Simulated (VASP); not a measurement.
Input of a VASP 6.6.1 run:

File INCAR:

```
SYSTEM = Sc2AlF3
  PREC = Accurate
  ENCUT = 520
  EDIFF = 1E-7
  ISMEAR = 0
  SIGMA = 0.1
  LREAL = .False.
  LASPH = .True.
  NELM = 150
  ALGO = Normal
  ISIF = 2
  LWAVE = .False.
  LCHARG = .False.
  ISPIN = 2
  MAGMOM = 0 0 0 1 1 1
  LORBIT = 11
  LMAXMIX = 4
  GGA = PE
  NBANDS = 36
```

The input KPOINTS:

```
Automatic mesh
0
Gamma
  6 6 4
  0 0 0
```

Contents of POSCAR:

```
Sc2AlF3
1.0
    4.4008950000      0.0000000000      0.0000000000
   -2.2004475000      3.8112868700      0.0000000000
    0.0000000000      0.0000000000      6.0279049600
Sc Al F
2 1 3
Direct
    0.3333333300      0.6666666700      0.5000000000
    0.6666666700      0.3333333300      0.5000000000
    0.0000000000      0.0000000000      0.5000000000
    0.3333333300      0.6666666700      0.0000000000
    0.6666666700      0.3333333300      0.0000000000
    0.0000000000      0.0000000000      0.0000000000
```

Potentials or basis: VASP PAW PBE potentials, release 64 (Sc_sv, Al, F).

Run with:

```bash
$ cat potpaw_PBE.64/Sc_sv/POTCAR potpaw_PBE.64/Al/POTCAR potpaw_PBE.64/F/POTCAR > POTCAR
$ mpirun -np 1 vasp_std > vasp.out
```

Predict the band gap on the k mesh.

zero (filled and empty bands overlap).

What does it give for the net moment?

0.00 μB per cell.

Stress tensor (GPa, compression positive):
```
 34.95   0.00   0.00
  0.00  34.95   0.00
  0.00   0.00 -33.19
```

Caveat: the cell stands under pressure.
